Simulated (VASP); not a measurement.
# TaN (I4mm) in VASP: a series of runs

TaN is run at these levels: LDA; tasks: single point.

Everything below comes from runs of VASP 6.6.1. Logs are shortened: lines on timing, memory, paths and dates and some standing lists are left out, and cuts for length are marked.

### Step 1. The cell of the first run

Symmetry: I4mm, No. 107, tetragonal system. The conventional cell has a = 2.997 Å, b = 2.997 Å, c = 4.239 Å, α = 90.00°, β = 90.00°, γ = 90.00°. Ta (site symmetry 4mm) has 6 N at 1.99 to 2.25 Å within 2.6 Å. N (site symmetry 4mm) has 6 Ta at 1.99 to 2.25 Å within 2.6 Å.

### Step 2. Single point, LDA (atoms displaced along a vibrational mode, the cell strained)

INCAR

```
PREC     = Accurate       # precision mode
ENCUT    = 700            # plane-wave cutoff, eV
EDIFF    = 1E-6           # SCF threshold, eV
ISMEAR   = 0              # smearing method
SIGMA    = 0.15           # smearing width, eV
LREAL    = F              # projectors in reciprocal space
LASPH    = T              # aspherical terms in the spheres
NELM     = 120            # most SCF steps
ALGO     = Normal         # electronic algorithm
ISIF     = 2              # what is computed and relaxed
LWAVE    = F              # write WAVECAR
LCHARG   = F              # write CHGCAR
GGA      = CA             # functional
NBANDS   = 16             # bands
GGA_COMPAT= F
```

KPOINTS

```
regular mesh
0
Gamma
  18 18 18
```

POSCAR

```
TaN
1.0
    0.0000000000      2.1194897592      2.1194897592
    2.1194897592      0.0000000000      2.1194897592
    2.1194897592      2.1194897592      0.0000000000
Ta N
1 1
Direct
    0.4978278253      0.5021721747      0.5021721747
    0.0280609990     -0.0280609990     -0.0280609990
```

Potentials or basis: VASP PAW LDA potentials, release 64 (Ta_sv_GW, N).

Command:

```
cat potpaw_LDA.64/Ta_sv_GW/POTCAR potpaw_LDA.64/N/POTCAR > POTCAR
mpirun -np 1 vasp_std > vasp.out
```

OUTCAR:

```text
PREC = Accurate
   ENCUT = 700
   EDIFF = 1E-6
   ISMEAR = 0
   LREAL = F
   LASPH = T
   NELM = 120
   ISIF = 2
   GGA = CA

 ion  position               nearest neighbor table
   1  0.498  0.502  0.502-   2 1.99   2 2.12   2 2.12   2 2.12   2 2.12   2 2.25
   2  0.028  0.972  0.972-   1 1.99   1 2.12   1 2.12   1 2.12   1 2.12   1 2.25

  LATTYP: Found a face centered cubic cell.
 ALAT       =     4.2389795184

  Lattice vectors:

 A1 = (   0.0000000000,   2.1194897592,   2.1194897592)
 A2 = (   2.1194897592,   0.0000000000,   2.1194897592)
 A3 = (   2.1194897592,   2.1194897592,   0.0000000000)

Analysis of symmetry for initial positions (statically):
=====================================================================
 Subroutine PRICEL returns:
 Original cell was already a primitive cell.

 Routine SETGRP: Setting up the symmetry group for a
 face centered cubic supercell.

 Subroutine GETGRP returns: Found  8 space group operations
 (whereof  8 operations were pure point group operations)
 out of a pool of 48 trial point group operations.

The static configuration has the point symmetry C_4v.

Analysis of symmetry for dynamics (positions and initial velocities):
=====================================================================
 Subroutine PRICEL returns:
 Original cell was already a primitive cell.

 Routine SETGRP: Setting up the symmetry group for a
 face centered cubic supercell.

 Subroutine GETGRP returns: Found  8 space group operations
 (whereof  8 operations were pure point group operations)
 out of a pool of 48 trial point group operations.

The dynamic configuration has the point symmetry C_4v.

 Subroutine INISYM returns: Found  8 space group operations
 (whereof  8 operations are pure point group operations),
 and found     1 'primitive' translations

----------------------------------------------------------------------------------------

                                     Primitive cell

  volume of cell :      19.0425

  direct lattice vectors                    reciprocal lattice vectors
     0.000000000  2.119489759  2.119489759    -0.235905834  0.235905834  0.235905834
     2.119489759  0.000000000  2.119489759     0.235905834 -0.235905834  0.235905834
     2.119489759  2.119489759  0.000000000     0.235905834  0.235905834 -0.235905834

  length of vectors
     2.997411163  2.997411163  2.997411163     0.408600891  0.408600891  0.408600891

  position of ions in fractional coordinates (direct lattice)
     0.497827825  0.502172175  0.502172175
     0.028060999  0.971939001  0.971939001

  ion indices of the primitive-cell ions
   primitive index   ion index
                 1           1
                 2           2

----------------------------------------------------------------------------------------

 KPOINTS: regular mesh

Automatic generation of k-mesh.
 Grid dimensions read from file:
 generate k-points for:   18   18   18

 Generating k-lattice:

  Cartesian coordinates                     Fractional coordinates (reciprocal lattice)
    -0.013105880  0.013105880  0.013105880     0.055555556  0.000000000  0.000000000
     0.013105880 -0.013105880  0.013105880     0.000000000  0.055555556  0.000000000
     0.013105880  0.013105880 -0.013105880     0.000000000  0.000000000  0.055555556

  Length of vectors
     0.022700049  0.022700049  0.022700049

  Shift w.r.t. Gamma in fractional coordinates (k-lattice)
     0.000000000  0.000000000  0.000000000

 Subroutine IBZKPT returns following result:
 ===========================================

 Found    480 irreducible k-points:

 Following reciprocal coordinates:
            Coordinates               Weight
  0.000000  0.000000  0.000000      1.000000
  0.055556  0.000000  0.000000      8.000000
  0.111111  0.000000  0.000000      8.000000
  0.166667  0.000000  0.000000      8.000000
  0.222222  0.000000  0.000000      8.000000
  0.277778  0.000000  0.000000      8.000000
[... 16 lines left out ...]
  0.388889  0.055556  0.000000     16.000000
  0.000000  0.388889  0.055556      8.000000
 [... further k-points ...]
   k-points           NKPTS =    480   k-points in BZ     NKDIM =    480   number of bands    NBANDS=     16
   number of dos      NEDOS =    301   number of ions     NIONS =      2
   total plane-waves  NPLWV =  21952
   dimension x,y,z NGX =    28 NGY =   28 NGZ =   28
   dimension x,y,z NGXF=    56 NGYF=   56 NGZF=   56
   ions per type =               1   1
   NGX,Y,Z   is equivalent  to a cutoff of  15.53, 15.53, 15.53 a.u.
   NGXF,Y,Z  is equivalent  to a cutoff of  31.06, 31.06, 31.06 a.u.
 SYSTEM =  unknown system
   PREC   = accura    normal or accurate (medium, high low for compatibility)
   ISTART =      0    job   : 0-new  1-cont  2-samecut
   ICHARG =      2    charge: 1-file 2-atom 10-const
   ISPIN  =      1    spin polarized calculation?
   LNONCOLLINEAR =      F non collinear calculations
   LSORBIT =      F    spin-orbit coupling
   LASPH  =      T    aspherical Exc in radial PAW
   ENCUT  =  700.0 eV  51.45 Ry    7.17 a.u.   6.47  6.47  6.47*2*pi/ulx,y,z
   NELM   =    120;   NELMIN=  2; NELMDL= -5     # of ELM steps
   EDIFF  = 0.1E-05   stopping-criterion for ELM
   LREAL  =      F    real-space projection
   EDIFFG = 0.1E-04   stopping-criterion for IOM
   NSW    =      0    number of steps for IOM
   IBRION =     -1    ionic relax: 0-MD 1-quasi-New 2-CG
   NFREE  =      0    steps in history (QN), initial steepest desc. (CG)
   ISIF   =      2    stress and relaxation
   ISYM   =      2    0-nonsym 1-usesym 2-fastsym
   POTIM  = 0.5000    time-step for ionic-motion
   TEBEG  =    0.0;   TEEND  =   0.0 temperature during run
   PSTRESS=    0.0 pullay stress
   NELECT =      18.0000    total number of electrons
   NUPDOWN=      -1.0000    fix difference up-down
   EMIN   =  10.00;   EMAX   =-10.00  energy-range for DOS
   EFERMI =   0.00;   METHOD = LEGACY
   ISMEAR =     0;   SIGMA  =   0.15  broadening in eV -4-tet -1-fermi 0-gaus
   EFERMI_NEDOS =   21; number of points for ismear=-14 and -15
   IALGO  =     38    algorithm
   IMIX   =      4    mixing-type and parameters
     AMIX     =   0.40;   BMIX     =  1.00
     AMIX_MAG =   1.60;   BMIX_MAG =  1.00
  volume/ion in A,a.u.               =       9.52        64.25
  Fermi-wavevector in a.u.,A,eV,Ry     =   1.606661  3.036150 35.121544  2.581361
  Thomas-Fermi vector in A             =   2.702813
   LORBIT       =      0    0 simple, 1 ext, 2 COOP (PROOUT), +10 PAW based schemes
   GGA     = CA    functional components
   LHFCALC =     F    Hartree Fock is set to
   AEXX    =    0.0000 exact exchange contribution
   IVDW    =     0    specifies the selected vdW correction
   LEPSILON=     F    determine dielectric tensor
   LRPA    =     F    only Hartree local field effects (RPA)
 non-spin polarized calculation
 Gauss-broadening in eV      SIGMA  =   0.15
  energy-cutoff  :      700.00
  volume of cell :       19.04
 maximum number of plane-waves:       824
 NGX is ok and might be reduce to    28
   NGX = 13   NGY = 13   NGZ = 13

 number of electron      18.0000000 magnetization

 Free energy of the ion-electron system (eV)
  ---------------------------------------------------
  ext. energy  EPLUGINS =         0.00000000
  ---------------------------------------------------
  free energy    TOTEN  =       -26.39492222 eV

  energy without entropy =      -26.38729466  energy(sigma->0) =      -26.39110844

 E-fermi :  15.2318     XC(G=0): -14.7061

 val. band max:       15.2260022487   @ k =  -0.2778   0.3333   0.1111
 cond. band min:      15.2353609662   @ k =   0.3333   0.0000   0.0000
 fundamental gap:      0.0093587176
 Fermi energy:        15.2318220462

 k-point     1 :       0.0000    0.0000    0.0000
  band No.  band energies     occupation
      1     -53.6573      2.00000
      2     -20.0658      2.00000
      3     -20.0328      2.00000
      4     -20.0328      2.00000
      5      -4.2152      2.00000
      6      10.6623      2.00000
[... 8 lines left out ...]
     15      24.4665      0.00000
     16      41.2069      0.00000

 k-point     2 :       0.0556    0.0000    0.0000
  band No.  band energies     occupation
      1     -53.6543      2.00000
      2     -20.0958      2.00000
      3     -20.0508      2.00000
      4     -20.0366      2.00000
      5      -4.1201      2.00000
      6      10.1361      2.00000
[... 8 lines left out ...]
     15      24.7328      0.00000
     16      40.0409      0.00000

 k-point     3 :       0.1111    0.0000    0.0000
  band No.  band energies     occupation
      1     -53.6457      2.00000
      2     -20.2166      2.00000
      3     -20.0662      2.00000
      4     -20.0473      2.00000
      5      -3.8445      2.00000
      6       9.3093      2.00000
[... 8 lines left out ...]
     15      25.4892      0.00000
     16      37.9877      0.00000

 k-point     4 :       0.1667    0.0000    0.0000
  band No.  band energies     occupation
      1     -53.6325      2.00000
      2     -20.4028      2.00000
      3     -20.0832      2.00000
      4     -20.0636      2.00000
      5      -3.4151      2.00000
      6       8.3737      2.00000
[... 8 lines left out ...]
     15      26.6047      0.00000
     16      35.9446      0.00000
[... 324 lines left out ...]
 k-point    22 :       0.0000    0.3333    0.0556
  band No.  band energies     occupation
      1     -53.5861      2.00000
      2     -20.9894      2.00000
      3     -20.1465      2.00000
      4     -20.1382      2.00000
      5      -1.8276      2.00000
      6       5.8065      2.00000
[... 8 lines left out ...]
     15      28.6630      0.00000
     16      31.4731      0.00000

 k-point    23 :       0.3889    0.0556    0.0000
  band No.  band energies     occupation
      1     -53.5718      2.00000
      2     -21.1596      2.00000
      3     -20.1770      2.00000
      4     -20.1467      2.00000
      5      -1.2587      2.00000
      6       5.0606      2.00000
[... 8 lines left out ...]
     15      28.3192      0.00000
     16      30.0730      0.00000

 k-point    24 :       0.0000    0.3889    0.0556
  band No.  band energies     occupation
      1     -53.5718      2.00000
      2     -21.1630      2.00000
      3     -20.1619      2.00000
      4     -20.1594      2.00000
      5      -1.2516      2.00000
      6       5.0579      2.00000
[... 8 lines left out ...]
     15      28.4074      0.00000
     16      29.9988      0.00000

 [... further k-points ...]

------------------------ aborting loop because EDIFF is reached ----------------------------------------

  FORCE on cell =-STRESS in cart. coord.  units (eV):
  Direction    XX          YY          ZZ          XY          YZ          ZX
  --------------------------------------------------------------------------------------
  -------------------------------------------------------------------------------------
  Total        5.6852934      4.2057638      4.2057638     -0.0000000     -0.0000000      0.0000000
  in kB      478.3430850    353.8600169    353.8600169     -0.0000000     -0.0000000      0.0000000
  external PRESSURE =     395.3543729 kB  Pullay stress =       0.0000000 kB

 VOLUME and BASIS-vectors are now :
 -----------------------------------------------------------------------------
  energy-cutoff  :      700.00
  volume of cell :       19.04
      direct lattice vectors                 reciprocal lattice vectors
     0.000000000  2.119489759  2.119489759    -0.235905834  0.235905834  0.235905834
     2.119489759  0.000000000  2.119489759     0.235905834 -0.235905834  0.235905834
     2.119489759  2.119489759  0.000000000     0.235905834  0.235905834 -0.235905834

 POSITION                                       TOTAL-FORCE (eV/Angst)
 -----------------------------------------------------------------------------------
      2.12870      2.11949      2.11949        -1.892976      0.000000      0.000000
      4.12003      2.11949      2.11949         1.892976      0.000000      0.000000
 -----------------------------------------------------------------------------------
    total drift:                                0.000113      0.000000      0.000000

  FREE ENERGIE OF THE ION-ELECTRON SYSTEM (eV)
  ---------------------------------------------------
  free  energy   TOTEN  =       -26.3949222237 eV

  energy  without entropy=      -26.3872946619  energy(sigma->0) =      -26.39110844
```

It took 93 s on 1 thread of AMD EPYC 9R45 (Zen 5), shared host; peak memory 0.33 GiB.

What came out:

- Free energy: -26.3949 eV
- Pressure: 39.5 GPa
- Largest force: 1.893 eV/Å
- Band gap on the k mesh: zero (bands 9 and 10 overlap by 4.19 eV)

Forces in eV/Å, atoms in the order of the input:
```
Ta  -1.893  0.000  0.000
N    1.893  0.000  0.000
```

Stress tensor (GPa, compression positive):
```
47.83  0.00  0.00
 0.00 35.39  0.00
 0.00  0.00 35.39
```

Levels at points of the mesh, in eV from the Fermi level:
```
           k point  band 6  band 7  band 8  band 9  band 10  band 11  band 12  band 13
(0.00, 0.00, 0.00)   -4.57   -4.57   -4.45   -2.40    -1.84    -1.84     0.09     0.66
(0.50, 0.00, 0.00)  -11.18   -8.36   -8.31    2.16     2.33     2.35     4.26     8.36
(0.50, 0.50, 0.00)   -6.85   -6.67   -4.83   -4.06     2.65     4.24     4.26     5.79
(0.00, 0.50, 0.50)   -6.58   -6.22   -4.77   -4.77     2.52     4.24     4.24     5.48
```

Caveat: the cell differs from its parent crystal (atoms displaced along a vibrational mode, the cell strained); the stress differs along the axes, from 35 to 48 GPa; spin-orbit coupling is left out, which moves the levels of the heavy elements; forces of over 1 eV/Å act on the atoms, so gaps and moduli don't describe the material at rest.

### Step 3. Single point, LDA (atoms displaced along a vibrational mode, the cell strained)

INCAR

```
SYSTEM = TaN
  PREC = Accurate
  ENCUT = 700
  EDIFF = 1E-6
  ISMEAR = 0
  SIGMA = 0.15
  LREAL = .FALSE.
  LASPH = .TRUE.
  NELM = 120
  ALGO = Normal
  ISIF = 2
  LWAVE = .FALSE.
  LCHARG = .FALSE.
  NBANDS = 16
  GGA_COMPAT = .FALSE.
```

KPOINTS

```
Automatic mesh
0
G
  18 18 18
  0 0 0
```

POSCAR

```
TaN
1.0
    0.0000000000      2.2281815418      2.2281815418
    2.2281815418      0.0000000000      2.2281815418
    2.2281815418      2.2281815418      0.0000000000
Ta N
1 1
Direct
    0.4978278253      0.5021721747      0.5021721747
    0.0280609990     -0.0280609990     -0.0280609990
```

Potentials or basis: VASP PAW LDA potentials, release 64 (Ta_sv_GW, N).

Command:

```
cat potpaw_LDA.64/Ta_sv_GW/POTCAR potpaw_LDA.64/N/POTCAR > POTCAR
mpirun -np 1 vasp_std > vasp.out
```

It took 1.7 min on 1 thread of Intel Xeon 6975P-C (Granite Rapids), shared host; peak memory 0.39 GiB.

Results (log left out):

```
Free energy            : -26.5129 eV
Pressure               : -20.1 GPa
Largest force          : 0.854 eV/Å
Band gap on the k mesh : zero (bands 9 and 10 overlap by 3.37 eV)
```

Forces in eV/Å, atoms in the order of the input:
```
Ta  -0.854  0.000  0.000
N    0.854  0.000  0.000
```

Stress tensor (GPa, compression positive):
```
-15.27   0.00   0.00
  0.00 -22.51   0.00
  0.00   0.00 -22.51
```

Levels at points of the mesh, in eV from the Fermi level:
```csv
k point,band 6,band 7,band 8,band 9,band 10,band 11,band 12,band 13
"(0.00, 0.00, 0.00)",-4.02,-4.02,-3.99,-1.96,-1.52,-1.52,0.06,0.56
"(0.50, 0.00, 0.00)",-9.94,-7.23,-7.20,1.72,1.84,1.87,3.72,6.85
"(0.50, 0.50, 0.00)",-6.42,-5.84,-4.51,-3.68,2.12,3.36,3.37,4.14
"(0.00, 0.50, 0.50)",-6.36,-5.15,-4.44,-4.44,2.01,3.36,3.36,4.01
```

Caveat: the cell differs from its parent crystal (atoms displaced along a vibrational mode, the cell strained); the stress differs along the axes, from -23 to -15 GPa; spin-orbit coupling is left out, which moves the levels of the heavy elements.

### Step 4. Single point, LDA (atoms displaced along a vibrational mode, the cell strained)

INCAR

```
  PREC = Accurate
  ENCUT = 1330
  EDIFF = 1E-6
  ISMEAR = 0
  SIGMA = 0.15
  LREAL = False
  LASPH = True
  NELM = 120
  ALGO = Normal
  ISIF = 2
  LWAVE = False
  LCHARG = False
  GGA = CA
  NBANDS = 16
  GGA_COMPAT = False
```

KPOINTS

```
regular mesh
0
Gamma
  18 18 18
```

POSCAR

```
TaN
1.0
    0.0000000000      2.1557928146      2.1557928146
    2.1557928146      0.0000000000      2.1557928146
    2.1557928146      2.1557928146      0.0000000000
Ta N
1 1
Direct
    0.4978278253      0.5021721747      0.5021721747
    0.0280609990     -0.0280609990     -0.0280609990
```

Potentials or basis: VASP PAW LDA potentials, release 64 (Ta_sv_GW, N_h).

Command:

```
cat potpaw_LDA.64/Ta_sv_GW/POTCAR potpaw_LDA.64/N_h/POTCAR > POTCAR
mpirun -np 1 vasp_std > vasp.out
```

Run time: 6.8 min. Hardware: 1 thread of Intel Xeon Platinum 8488C (Sapphire Rapids), shared host; peak memory 0.75 GiB.

The run converged. Its results:

| Quantity | Value |
| --- | --- |
| Free energy | -26.5623 eV |
| Pressure | 15.6 GPa |
| Largest force | 1.502 eV/Å |
| Band gap on the k mesh | zero (bands 9 and 10 overlap by 3.89 eV) |

Forces on the atoms (eV/Å):
```
Ta  -1.502  0.000  0.000
N    1.502  0.000  0.000
```

Stress tensor (GPa, compression positive):
```
22.55  0.00  0.00
 0.00 12.07  0.00
 0.00  0.00 12.07
```

Levels at points of the mesh, in eV from the Fermi level:
```tsv
k point	band 7	band 8	band 9	band 10	band 11	band 12
(0.00, 0.00, 0.00)	-4.38	-4.30	-2.24	-1.72	-1.72	0.08
(0.50, 0.00, 0.00)	-7.96	-7.92	2.00	2.15	2.18	4.07
(0.50, 0.50, 0.00)	-6.49	-4.73	-3.95	2.46	3.93	3.94
(0.00, 0.50, 0.50)	-5.84	-4.67	-4.67	2.34	3.92	3.92
```

Caveat: the cell differs from its parent crystal (atoms displaced along a vibrational mode, the cell strained); the stress differs along the axes, from 12 to 23 GPa; spin-orbit coupling is left out, which moves the levels of the heavy elements; forces of over 1 eV/Å act on the atoms, so gaps and moduli don't describe the material at rest.

### Step 5. Summary

```csv
potentials or basis,cell,cutoff (eV),gap on the mesh (eV),pressure (GPa),largest force (eV/Å)
"VASP PAW LDA potentials, release 64 (Ta_sv_GW, N)","a = 2.997 Å, angles 60.0°, 2 atoms",700,none,39.5,1.89
"VASP PAW LDA potentials, release 64 (Ta_sv_GW, N)","a = 3.151 Å, angles 60.0°, 2 atoms",700,none,-20.1,0.85
"VASP PAW LDA potentials, release 64 (Ta_sv_GW, N_h)","a = 3.049 Å, angles 60.0°, 2 atoms",1330,none,15.6,1.50
```

Alike in all rows: task single point; level LDA; no spin polarisation; k mesh 18 × 18 × 18; smearing gaussian 0.15 eV.

Caveats: spin-orbit coupling is left out, which moves the levels of the heavy elements; forces of over 1 eV/Å act on the atoms, so gaps and moduli don't describe the material at rest (at least some runs); the stress differs along the axes, from 35 to 48 GPa (at least some runs); the stress differs along the axes, from -23 to -15 GPa (at least some runs); the stress differs along the axes, from 12 to 23 GPa (at least some runs).

Total energies depend on the potentials used, so only differences within one code and one set of settings carry meaning.
